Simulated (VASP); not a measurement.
**I: single point with LDA**

I:

```
CELL_PARAMETERS angstrom
3.70633 -2.44199 0.00000
3.70633 2.44199 0.00000
0.00000 0.00000 9.98552
ATOMIC_POSITIONS crystal
I 0.64930 0.35070 0.38440
I 0.14930 0.85070 0.11560
I 0.35070 0.64930 0.61560
I 0.85070 0.14930 0.88440
```

This cell differs from its parent crystal: volume scaled by 1.06.

```
Program                : VASP 6.6.1
Task                   : single point
Functional             : LDA
Potentials or basis    : VASP PAW LDA potentials, release 64 (I)
Cutoff                 : 520 eV
k mesh                 : 7 × 7 × 3
Occupations            : fermi-dirac, width 0.05 eV
Spin                   : no spin polarisation
Dipole correction      : no
Further INCAR settings : ALGO = Normal; EDIFF = 1e-06; NBANDS = 22
```

```yaml
Pressure: -2.1 GPa
Largest_force: 0.279 eV/Å
Band_gap_on_the_k_mesh: 1.11 eV, indirect (least direct gap 1.17 eV)
```

Forces in eV/Å, atoms in the order of the input:
```
I    0.000 -0.028 -0.278
I    0.000 -0.028  0.278
I    0.000  0.028  0.278
I    0.000  0.028 -0.278
```

Stress tensor (GPa, compression positive):
```
-0.93  0.00  0.00
 0.00 -2.51  0.00
 0.00  0.00 -2.80
```

Levels at points of the mesh, in eV from the valence-band top:
```csv
k point,band 10,band 11,band 12,band 13,band 14,band 15,band 16,band 17,band 18,band 19
"(0.00, 0.00, 0.00)",-1.06,-1.05,-0.51,-0.06,0.00,1.17,1.98,4.94,5.25,5.31
```

It took 52 s on 1 thread of Intel(R) Xeon(R) 6975P-C (Granite Rapids) (shared host), peak memory 0.28 GiB.

Caveat: spin-orbit coupling is left out, which moves the levels of the heavy elements. A k mesh can miss the band edges.
